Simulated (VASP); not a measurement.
RbCl, 2 atoms in the cell. Symmetry: Fm-3m, No. 225, cubic system. Conventional cell: a = 6.570 Å, b = 6.570 Å, c = 6.570 Å, α = 90.00°, β = 90.00°, γ = 90.00°. Rb (site symmetry m-3m) has 6 Cl at 3.28 Å within 4.3 Å. Within 4.3 Å of Cl (site symmetry m-3m) lie 6 Rb at 3.28 Å. 

- Program: VASP 6.6.1
- Task: single point
- Functional: PBEsol
- Potentials or basis: VASP PAW PBE potentials, release 64 (Rb_sv, Cl)
- Cutoff: 500 eV
- k mesh: 8 × 8 × 8
- Occupations: gaussian, width 0.05 eV
- Spin: no spin polarisation
- Dipole correction: no
- Further INCAR settings: ALGO = Normal; EDIFF = 1e-06; NBANDS = 15

Potentials or basis: VASP PAW PBE potentials, release 64 (Rb_sv, Cl).

Run with:

```bash
$ cat potpaw_PBE.64/Rb_sv/POTCAR potpaw_PBE.64/Cl/POTCAR > POTCAR
$ mpirun -np 1 vasp_std > vasp.out
```

Hardware: 1 thread of Intel(R) Xeon(R) 6975P-C (Granite Rapids), with other jobs on the host.

Question: Estimate the wall time of this run.

Answer: Wall time 12 s on 1 thread of Intel(R) Xeon(R) 6975P-C (Granite Rapids) (shared host), peak memory 0.2 GiB. Counts: scf iterations 13, k points 29.
